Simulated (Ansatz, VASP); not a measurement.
Al in VASP and in Ansatz

INCAR

```
PREC = Accurate
ENCUT = 520
EDIFF = 1E-6
ISMEAR = -1
SIGMA = 0.05
LREAL = F
LASPH = T
NELM = 100
ALGO = Fast
ISIF = 2
LWAVE = F
LCHARG = F
GGA = RE
NBANDS = 8
```

KPOINTS

```
regular mesh
0
Gamma
  12 12 12
```

Contents of POSCAR:

```
Al
1.0
   -1.6325674115      1.6325674115      1.6325674115
    1.6325674115     -1.6325674115      1.6325674115
    1.6325674115      1.6325674115     -1.6325674115
Al
1
Direct
    0.0000000000      0.0000000000      0.0000000000
```

input.yaml

```yaml
crystal:
  lattice:
    - [-1.6325674115, 1.6325674115, 1.6325674115]
    - [1.6325674115, -1.6325674115, 1.6325674115]
    - [1.6325674115, 1.6325674115, -1.6325674115]
  atoms:
    - { symbol: Al, position: [0.0, 0.0, 0.0] }
hamiltonian:
  xc: revpbe
  pseudopotentials: { kind: nc, accuracy: standard }
kpoints:
  mp_grid: { grid: [12, 12, 12] }
scf:
  occupations: { method: fermi_dirac, width: 0.05 }
output:
  forces: true
  stress: true
  eigenvalues: true
```

Change from the starting cell: volume scaled by 1.08.

Alike in both runs: task single point; functional revPBE; k mesh 12 × 12 × 12; occupations fermi-dirac, width 0.05 eV; no spin polarisation.

|  | VASP | Ansatz |
| --- | --- | --- |
| version | VASP 6.6.1 | Ansatz 0.2.0 |
| potentials or method | VASP PAW PBE potentials, release 64 (Al) | PseudoDojo standard (PBE files) |
| plane-wave cutoff (eV) | 520 | 544 |
| valence electrons in the cell | 3 | 3 |

```tsv
	VASP	Ansatz	Ansatz less VASP
gap on the k mesh at the Fermi level (eV)	none	none	-
pressure (GPa)	-1.0	-1.9	-0.90
```

VASP's potentials were made for PBE, not for revPBE. A gap of «none» marks a metal or a gap that the smearing closes. The functional is the same, so the differences come from potentials, cutoffs and numerics.

Noted on Ansatz's run: the potentials were made for another functional, which shifts forces and pressure.
